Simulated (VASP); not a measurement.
# AgCl (Pm-3m) in VASP: further runs

Runs on AgCl. Level: PBE. Tasks: electric field gradients.

All numbers are computed with VASP 6.6.1; they aren't measurements. Logs are shortened: lines on timing, memory, paths and dates and some standing lists are left out, and cuts for length are marked.

## Step 1: The cell of the first run

The structure is cubic, space group Pm-3m (No. 221). The conventional cell has a = 3.376 Å, b = 3.376 Å, c = 3.376 Å, α = 90.00°, β = 90.00°, γ = 90.00°. Within 3.9 Å of Ag (site symmetry m-3m) lie 8 Cl at 2.92 Å and 6 Ag at 3.38 Å. Cl (site symmetry m-3m) has 8 Ag at 2.92 Å and 6 Cl at 3.38 Å within 3.9 Å.

## Step 2: Electric field gradients, PBE (volume scaled by 0.95)

INCAR

```
SYSTEM = AgCl
PREC = Accurate
ENCUT = 520
EDIFF = 1E-8
ISMEAR = -1
SIGMA = 0.01
LREAL = .False.
LASPH = .True.
NELM = 60
ALGO = Normal
ISIF = 2
LWAVE = .False.
LCHARG = .False.
GGA = PE
LEFG = .True.
NBANDS = 16
```

KPOINTS

```
Automatic mesh
0
Gamma
  9 9 9
  0 0 0
```

POSCAR

```
AgCl
1.0
    3.3757588216      0.0000000000      0.0000000000
    0.0000000000      3.3757588216      0.0000000000
    0.0000000000      0.0000000000      3.3757588216
Ag Cl
1 1
Direct
    0.0000000000      0.0000000000      0.0000000000
    0.5000000000      0.5000000000      0.5000000000
```

Potentials or basis: VASP PAW PBE potentials, release 64 (Ag, Cl).

Command:

```bash
cat potpaw_PBE.64/Ag/POTCAR potpaw_PBE.64/Cl/POTCAR > POTCAR
mpirun -np 1 vasp_std > vasp.out
```

OUTCAR:

```text
SYSTEM = AgCl
   PREC = Accurate
   ENCUT = 520
   EDIFF = 1E-8
   ISMEAR = -1
   LREAL = .False.
   LASPH = .True.
   NELM = 60
   ISIF = 2
   GGA = PE

 ion  position               nearest neighbor table
   1  0.000  0.000  0.000-   2 2.92   2 2.92   2 2.92   2 2.92   2 2.92   2 2.92   2 2.92   2 2.92

   2  0.500  0.500  0.500-   1 2.92   1 2.92   1 2.92   1 2.92   1 2.92   1 2.92   1 2.92   1 2.92

  LATTYP: Found a simple cubic cell.
 ALAT       =     3.3757588216

  Lattice vectors:

 A1 = (   3.3757588216,   0.0000000000,   0.0000000000)
 A2 = (   0.0000000000,   3.3757588216,   0.0000000000)
 A3 = (   0.0000000000,   0.0000000000,   3.3757588216)

Analysis of symmetry for initial positions (statically):
=====================================================================
 Subroutine PRICEL returns:
 Original cell was already a primitive cell.

 Routine SETGRP: Setting up the symmetry group for a
 simple cubic supercell.

 Subroutine GETGRP returns: Found 48 space group operations
[... 9 lines left out ...]

 Routine SETGRP: Setting up the symmetry group for a
 simple cubic supercell.

 Subroutine GETGRP returns: Found 48 space group operations
[... 11 lines left out ...]
                                     Primitive cell

  volume of cell :      38.4693

  direct lattice vectors                    reciprocal lattice vectors
     3.375758822  0.000000000  0.000000000     0.296229693  0.000000000  0.000000000
     0.000000000  3.375758822  0.000000000     0.000000000  0.296229693  0.000000000
     0.000000000  0.000000000  3.375758822     0.000000000  0.000000000  0.296229693

  length of vectors
     3.375758822  3.375758822  3.375758822     0.296229693  0.296229693  0.296229693

  position of ions in fractional coordinates (direct lattice)
     0.000000000  0.000000000  0.000000000
     0.500000000  0.500000000  0.500000000

  ion indices of the primitive-cell ions
   primitive index   ion index
                 1           1
                 2           2

----------------------------------------------------------------------------------------

 KPOINTS: Automatic mesh

Automatic generation of k-mesh.
 Grid dimensions read from file:
 generate k-points for:    9    9    9

 Generating k-lattice:

  Cartesian coordinates                     Fractional coordinates (reciprocal lattice)
     0.032914410  0.000000000  0.000000000     0.111111111  0.000000000  0.000000000
     0.000000000  0.032914410  0.000000000     0.000000000  0.111111111  0.000000000
     0.000000000  0.000000000  0.032914410     0.000000000  0.000000000  0.111111111

  Length of vectors
     0.032914410  0.032914410  0.032914410

  Shift w.r.t. Gamma in fractional coordinates (k-lattice)
     0.000000000  0.000000000  0.000000000

 Subroutine IBZKPT returns following result:
 ===========================================

 Found     35 irreducible k-points:

 Following reciprocal coordinates:
            Coordinates               Weight
  0.000000  0.000000  0.000000      1.000000
  0.111111  0.000000  0.000000      6.000000
  0.222222  0.000000  0.000000      6.000000
  0.333333  0.000000  0.000000      6.000000
  0.444444  0.000000  0.000000      6.000000
  0.111111  0.111111  0.000000     12.000000
[... 16 lines left out ...]
  0.333333  0.333333  0.111111     24.000000
  0.444444  0.333333  0.111111     48.000000
 [... further k-points ...]
   k-points           NKPTS =     35   k-points in BZ     NKDIM =     35   number of bands    NBANDS=     16
   number of dos      NEDOS =    301   number of ions     NIONS =      2
   total plane-waves  NPLWV =  21952
   dimension x,y,z NGX =    28 NGY =   28 NGZ =   28
   dimension x,y,z NGXF=    56 NGYF=   56 NGZF=   56
   ions per type =               1   1
   NGX,Y,Z   is equivalent  to a cutoff of  13.79, 13.79, 13.79 a.u.
   NGXF,Y,Z  is equivalent  to a cutoff of  27.58, 27.58, 27.58 a.u.
 SYSTEM =  AgCl
   PREC   = accura    normal or accurate (medium, high low for compatibility)
   ISTART =      0    job   : 0-new  1-cont  2-samecut
   ICHARG =      2    charge: 1-file 2-atom 10-const
   ISPIN  =      1    spin polarized calculation?
   LNONCOLLINEAR =      F non collinear calculations
   LSORBIT =      F    spin-orbit coupling
   LASPH  =      T    aspherical Exc in radial PAW
   ENCUT  =  520.0 eV  38.22 Ry    6.18 a.u.   6.28  6.28  6.28*2*pi/ulx,y,z
   NELM   =     60;   NELMIN=  2; NELMDL= -5     # of ELM steps
   EDIFF  = 0.1E-07   stopping-criterion for ELM
   LREAL  =      F    real-space projection
   EDIFFG = 0.1E-06   stopping-criterion for IOM
   NSW    =      0    number of steps for IOM
   IBRION =     -1    ionic relax: 0-MD 1-quasi-New 2-CG
   NFREE  =      0    steps in history (QN), initial steepest desc. (CG)
   ISIF   =      2    stress and relaxation
   ISYM   =      2    0-nonsym 1-usesym 2-fastsym
   POTIM  = 0.5000    time-step for ionic-motion
   TEBEG  =    0.0;   TEEND  =   0.0 temperature during run
   PSTRESS=    0.0 pullay stress
   NELECT =      18.0000    total number of electrons
   NUPDOWN=      -1.0000    fix difference up-down
   EMIN   =  10.00;   EMAX   =-10.00  energy-range for DOS
   EFERMI =   0.00;   METHOD = LEGACY
   ISMEAR =    -1;   SIGMA  =   0.01  broadening in eV -4-tet -1-fermi 0-gaus
   EFERMI_NEDOS =   21; number of points for ismear=-14 and -15
   IALGO  =     38    algorithm
   IMIX   =      4    mixing-type and parameters
     AMIX     =   0.40;   BMIX     =  1.00
     AMIX_MAG =   1.60;   BMIX_MAG =  1.00
  volume/ion in A,a.u.               =      19.23       129.80
  Fermi-wavevector in a.u.,A,eV,Ry     =   1.270947  2.401742 21.977591  1.615307
  Thomas-Fermi vector in A             =   2.403907
   LORBIT       =      0    0 simple, 1 ext, 2 COOP (PROOUT), +10 PAW based schemes
   GGA     = PE    functional components
   LHFCALC =     F    Hartree Fock is set to
   AEXX    =    0.0000 exact exchange contribution
   IVDW    =     0    specifies the selected vdW correction
   LEPSILON=     F    determine dielectric tensor
   LRPA    =     F    only Hartree local field effects (RPA)
 non-spin polarized calculation
  energy-cutoff  :      520.00
  volume of cell :       38.47
 maximum number of plane-waves:      1046
 NGX is ok and might be reduce to    28
   NGX = 13   NGY = 13   NGZ = 13

 number of electron      17.9999998 magnetization

 Free energy of the ion-electron system (eV)
  ---------------------------------------------------
  ext. energy  EPLUGINS =         0.00000000
  ---------------------------------------------------
  free energy    TOTEN  =        -5.10808842 eV

  energy without entropy =       -5.10808842  energy(sigma->0) =       -5.10808842

 E-fermi :   4.7136     XC(G=0): -10.6603

 val. band max:        4.5036383861   @ k =   0.4444   0.0000   0.0000
 cond. band min:       5.1319616701   @ k =   0.0000   0.0000   0.0000
 fundamental gap:      0.6283232840
 Fermi energy:         4.7136409930

 k-point     1 :       0.0000    0.0000    0.0000
  band No.  band energies     occupation
      1     -10.3586      2.00000
      2       1.6039      2.00000
      3       1.6039      2.00000
      4       2.6491      2.00000
      5       2.6491      2.00000
      6       2.6491      2.00000
[... 8 lines left out ...]
     15      18.5927      0.00000
     16      21.0564      0.00000

 k-point     2 :       0.1111    0.0000    0.0000
  band No.  band energies     occupation
      1     -10.3023      2.00000
      2       1.4270      2.00000
      3       1.6230      2.00000
      4       2.2758      2.00000
      5       2.2758      2.00000
      6       2.4843      2.00000
[... 8 lines left out ...]
     15      18.2045      0.00000
     16      20.9990      0.00000

 k-point     3 :       0.2222    0.0000    0.0000
  band No.  band energies     occupation
      1     -10.1532      2.00000
      2       0.5996      2.00000
      3       1.6719      2.00000
      4       1.8944      2.00000
      5       1.8944      2.00000
      6       2.4771      2.00000
[... 8 lines left out ...]
     15      18.2451      0.00000
     16      20.8556      0.00000

 k-point     4 :       0.3333    0.0000    0.0000
  band No.  band energies     occupation
      1      -9.9707      2.00000
      2      -0.2919      2.00000
      3       1.6211      2.00000
      4       1.6211      2.00000
      5       1.7285      2.00000
      6       2.6921      2.00000
[... 8 lines left out ...]
     15      19.7829      0.00000
     16      20.6959      0.00000

 k-point     5 :       0.4444    0.0000    0.0000
  band No.  band energies     occupation
      1      -9.8428      2.00000
      2      -0.8130      2.00000
      3       1.4787      2.00000
      4       1.4787      2.00000
      5       1.7661      2.00000
      6       2.7048      2.00000
[... 8 lines left out ...]
     15      20.5934      0.00000
     16      20.6688      0.00000

 k-point     6 :       0.1111    0.1111    0.0000
  band No.  band energies     occupation
      1     -10.2478      2.00000
      2       1.4169      2.00000
      3       1.4780      2.00000
      4       1.9352      2.00000
      5       2.1552      2.00000
      6       2.6114      2.00000
[... 8 lines left out ...]
     15      18.6894      0.00000
     16      20.3690      0.00000
[... 267 lines left out ...]
 k-point    21 :       0.3333    0.2222    0.1111
  band No.  band energies     occupation
      1      -9.7738      2.00000
      2       0.1392      2.00000
      3       1.0628      2.00000
      4       1.7529      2.00000
      5       2.0177      2.00000
      6       2.4308      2.00000
[... 8 lines left out ...]
     15      18.3071      0.00000
     16      21.3002      0.00000

 k-point    22 :       0.4444    0.2222    0.1111
  band No.  band energies     occupation
      1      -9.6671      2.00000
      2      -0.2636      2.00000
      3       1.0260      2.00000
      4       1.9013      2.00000
      5       2.0017      2.00000
      6       2.4839      2.00000
[... 8 lines left out ...]
     15      18.7400      0.00000
     16      22.1813      0.00000

 k-point    23 :       0.3333    0.3333    0.1111
  band No.  band energies     occupation
      1      -9.6398      2.00000
      2       0.2988      2.00000
      3       0.7535      2.00000
      4       1.7983      2.00000
      5       2.1166      2.00000
      6       2.4586      2.00000
[... 8 lines left out ...]
     15      18.4954      0.00000
     16      21.3848      0.00000

 k-point    24 :       0.4444    0.3333    0.1111
  band No.  band energies     occupation
      1      -9.5478      2.00000
      2       0.1436      2.00000
      3       0.7360      2.00000
      4       1.9778      2.00000
      5       2.1507      2.00000
      6       2.3711      2.00000
[... 8 lines left out ...]
     15      18.7370      0.00000
     16      20.8477      0.00000

 [... further k-points ...]

------------------------ aborting loop because EDIFF is reached ----------------------------------------

  FORCE on cell =-STRESS in cart. coord.  units (eV):
  Direction    XX          YY          ZZ          XY          YZ          ZX
  --------------------------------------------------------------------------------------
  -------------------------------------------------------------------------------------
  Total        0.5948294      0.5948294      0.5948294      0.0000000     -0.0000000      0.0000000
  in kB       24.7735797     24.7735797     24.7735797      0.0000000     -0.0000000      0.0000000
  external PRESSURE =      24.7735797 kB  Pullay stress =       0.0000000 kB

 VOLUME and BASIS-vectors are now :
 -----------------------------------------------------------------------------
  energy-cutoff  :      520.00
  volume of cell :       38.47
      direct lattice vectors                 reciprocal lattice vectors
     3.375758822  0.000000000  0.000000000     0.296229693  0.000000000  0.000000000
     0.000000000  3.375758822  0.000000000     0.000000000  0.296229693  0.000000000
     0.000000000  0.000000000  3.375758822     0.000000000  0.000000000  0.296229693

 POSITION                                       TOTAL-FORCE (eV/Angst)
 -----------------------------------------------------------------------------------
      0.00000      0.00000      0.00000         0.000000      0.000000      0.000000
      1.68788      1.68788      1.68788         0.000000      0.000000      0.000000
 -----------------------------------------------------------------------------------
    total drift:                               -0.000000      0.000000      0.000000

  FREE ENERGIE OF THE ION-ELECTRON SYSTEM (eV)
  ---------------------------------------------------
  free  energy   TOTEN  =        -5.1080884195 eV

  energy  without entropy=       -5.1080884195  energy(sigma->0) =       -5.10808842

 Electric field gradients (V/A^2)
---------------------------------------------------------------------
 ion       V_xx      V_yy      V_zz      V_xy      V_xz      V_yz
---------------------------------------------------------------------
   1       0.000    -0.000    -0.000    -0.000    -0.000     0.000
   2       0.000     0.000     0.000    -0.000    -0.000    -0.000
---------------------------------------------------------------------

 Electric field gradients after diagonalization (V/A^2)
 (convention: |V_zz| > |V_xx| > |V_yy|)
----------------------------------------------------------------------
 ion       V_xx      V_yy      V_zz     asymmetry (V_yy - V_xx)/ V_zz
----------------------------------------------------------------------
   1       0.000    -0.000    -0.000       0.506
   2       0.000     0.000     0.000      -0.050
----------------------------------------------------------------------

           NMR quadrupolar parameters

 Cq : quadrupolar parameter    Cq=e*Q*V_zz/h
 eta: asymmetry parameters     (V_yy - V_xx)/ V_zz
 Q  : nuclear electric quadrupole moment in mb (millibarn)
----------------------------------------------------------------------
 ion       Cq(MHz)       eta       Q (mb)
----------------------------------------------------------------------
   1      -0.000       0.506       1.000
   2       0.000      -0.050       1.000
----------------------------------------------------------------------
```

It took 16 s on 1 thread of Intel Xeon Platinum 8375C at 2.90GHz (Ice Lake), shared host; peak memory 0.16 GiB.

What came out:

```yaml
Free_energy: -5.1081 eV
Pressure: 2.5 GPa
Band_gap_on_the_k_mesh: 0.63 eV, indirect (least direct gap 2.26 eV)
```

Caveat: without QUAD_EFG the Cq values of the log hold for a quadrupole moment of 1 mb, not for the nuclei. A k mesh can miss the band edges.

## Step 3: Electric field gradients, PBE (volume scaled by 0.94)

INCAR

```
SYSTEM = AgCl
ALGO = Normal ; EDIFF = 1E-8
ENCUT = 520 ; GGA = PE
ISIF = 2 ; ISMEAR = -1
LASPH = .TRUE. ; LCHARG = .FALSE.
LEFG = .TRUE. ; LREAL = .FALSE.
LWAVE = .FALSE. ; NBANDS = 16
NELM = 100 ; PREC = Accurate
SIGMA = 0.01
```

KPOINTS

```
k-points
0
G
  9 9 9
  0 0 0
```

POSCAR

```
AgCl
1.0
    3.3638722485      0.0000000000      0.0000000000
    0.0000000000      3.3638722485      0.0000000000
    0.0000000000      0.0000000000      3.3638722485
Ag Cl
1 1
Direct
    0.0000000000      0.0000000000      0.0000000000
    0.5000000000      0.5000000000      0.5000000000
```

Potentials or basis: VASP PAW PBE potentials, release 64 (Ag, Cl).

Command:

```bash
cat potpaw_PBE.64/Ag/POTCAR potpaw_PBE.64/Cl/POTCAR > POTCAR
mpirun -np 1 vasp_std > vasp.out
```

OUTCAR:

```text
SYSTEM = AgCl
   EDIFF = 1E-8
   ENCUT = 520
   GGA = PE
   ISIF = 2
   ISMEAR = -1
   LASPH = .TRUE.
   LREAL = .FALSE.
   NELM = 100
   PREC = Accurate

 ion  position               nearest neighbor table
   1  0.000  0.000  0.000-   2 2.91   2 2.91   2 2.91   2 2.91   2 2.91   2 2.91   2 2.91   2 2.91

   2  0.500  0.500  0.500-   1 2.91   1 2.91   1 2.91   1 2.91   1 2.91   1 2.91   1 2.91   1 2.91

  LATTYP: Found a simple cubic cell.
 ALAT       =     3.3638722485

  Lattice vectors:

 A1 = (   3.3638722485,   0.0000000000,   0.0000000000)
[... 670 lines left out ...]
  free  energy   TOTEN  =        -5.1007747078 eV

  energy  without entropy=       -5.1007747078  energy(sigma->0) =       -5.10077471

 Electric field gradients (V/A^2)
---------------------------------------------------------------------
 ion       V_xx      V_yy      V_zz      V_xy      V_xz      V_yz
---------------------------------------------------------------------
   1       0.000     0.000     0.000     0.000     0.000    -0.000
   2       0.000    -0.000     0.000     0.000     0.000     0.000
---------------------------------------------------------------------

 Electric field gradients after diagonalization (V/A^2)
 (convention: |V_zz| > |V_xx| > |V_yy|)
----------------------------------------------------------------------
 ion       V_xx      V_yy      V_zz     asymmetry (V_yy - V_xx)/ V_zz
----------------------------------------------------------------------
   1       0.000     0.000     0.000      -0.450
   2       0.000    -0.000     0.000      -0.965
----------------------------------------------------------------------

           NMR quadrupolar parameters

 Cq : quadrupolar parameter    Cq=e*Q*V_zz/h
 eta: asymmetry parameters     (V_yy - V_xx)/ V_zz
 Q  : nuclear electric quadrupole moment in mb (millibarn)
----------------------------------------------------------------------
 ion       Cq(MHz)       eta       Q (mb)
----------------------------------------------------------------------
   1       0.000      -0.450       1.000
   2       0.000      -0.965       1.000
----------------------------------------------------------------------
```

OSZICAR:

```text
N       E                     dE             d eps       ncg     rms          rms(c)
DAV:   1     0.102106078500E+03    0.10211E+03   -0.88178E+03  1128   0.103E+03
DAV:   2    -0.193556405451E+01   -0.10404E+03   -0.95390E+02  1416   0.229E+02
DAV:   3    -0.536798408343E+01   -0.34324E+01   -0.34256E+01  1328   0.440E+01
DAV:   4    -0.538864991039E+01   -0.20666E-01   -0.20664E-01  1488   0.377E+00
DAV:   5    -0.538888781944E+01   -0.23791E-03   -0.23791E-03  1384   0.393E-01    0.640E+00
DAV:   6    -0.511291325406E+01    0.27597E+00   -0.35359E-01  1376   0.865E+00    0.425E+00
DAV:   7    -0.510406703005E+01    0.88462E-02   -0.13462E-01  1216   0.246E+00    0.225E+00
DAV:   8    -0.510098647884E+01    0.30806E-02   -0.68218E-03  1352   0.846E-01    0.398E-01
DAV:   9    -0.510074712539E+01    0.23935E-03   -0.66251E-04  1472   0.375E-01    0.493E-02
DAV:  10    -0.510076936528E+01   -0.22240E-04   -0.10141E-04  1304   0.106E-01    0.409E-02
DAV:  11    -0.510077499477E+01   -0.56295E-05   -0.56672E-06  1312   0.207E-02    0.654E-03
DAV:  12    -0.510077480085E+01    0.19392E-06   -0.10787E-06  1296   0.877E-03    0.162E-03
DAV:  13    -0.510077483685E+01   -0.35999E-07   -0.17904E-07  1352   0.308E-03    0.257E-03
DAV:  14    -0.510077470147E+01    0.13538E-06   -0.60210E-08  1256   0.186E-03    0.587E-04
DAV:  15    -0.510077470781E+01   -0.63333E-08   -0.38629E-09   640   0.472E-04
   1 F= -.51007747E+01 E0= -.51007747E+01  d E =-.796360E-11
```

Run time: 16 s. Hardware: 1 thread of Intel Xeon Platinum 8375C at 2.90GHz (Ice Lake), shared host; peak memory 0.17 GiB.

Results:

| Property | Result |
| --- | --- |
| Free energy | -5.1008 eV |
| Pressure | 3.1 GPa |
| Band gap on the k mesh | 0.63 eV, indirect (least direct gap 2.30 eV) |

Caveat: without QUAD_EFG the Cq values of the log hold for a quadrupole moment of 1 mb, not for the nuclei.

(Continued in part 2 of 2.)
